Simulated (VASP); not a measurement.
Write the native input for VASP 6.6.1 that does the following.

```
Task                   : single point
Functional             : PBE
Potentials or basis    : VASP PAW PBE potentials, release 64 (Pb_d, Se)
Cutoff                 : 520 eV
k mesh                 : 8 × 8 × 8
Occupations            : fermi-dirac, width 0.02 eV
Spin                   : no spin polarisation
Dipole correction      : no
Further INCAR settings : ALGO = Normal; EDIFF = 1e-06; NBANDS = 17
```

The structure of PbSe lies in POSCAR:

```
PbSe
1.0
    0.0000000000      3.0887022216      3.0887022216
    3.0887022216      0.0000000000      3.0887022216
    3.0887022216      3.0887022216      0.0000000000
Pb Se
1 1
Direct
    0.0000000000      0.0000000000      0.0000000000
    0.5000000000      0.5000000000      0.5000000000
```

These files were run (other wordings do the same):

INCAR

```
SYSTEM = PbSe
PREC = Accurate ; ENCUT = 520
EDIFF = 1E-6 ; ISMEAR = -1
SIGMA = 0.02 ; LREAL = .FALSE.
LASPH = .TRUE. ; NELM = 100
ALGO = Normal ; ISIF = 2
LWAVE = .FALSE. ; LCHARG = .FALSE.
GGA = PE ; NBANDS = 17
```

KPOINTS

```
Automatic mesh
0
G
  8 8 8
  0 0 0
```

Potentials or basis: VASP PAW PBE potentials, release 64 (Pb_d, Se).

Launch:

```console
$ cat potpaw_PBE.64/Pb_d/POTCAR potpaw_PBE.64/Se/POTCAR > POTCAR
$ mpirun -np 1 vasp_std > vasp.out
```

Results of the run:

* Pressure: 0.9 GPa
* Band gap on the k mesh: 0.38 eV, direct

Caveat: spin-orbit coupling is left out, which moves the levels of the heavy elements.

It took 14 s on 1 thread of AMD EPYC 9R45 (Zen 5) (shared host), peak memory 0.15 GiB.
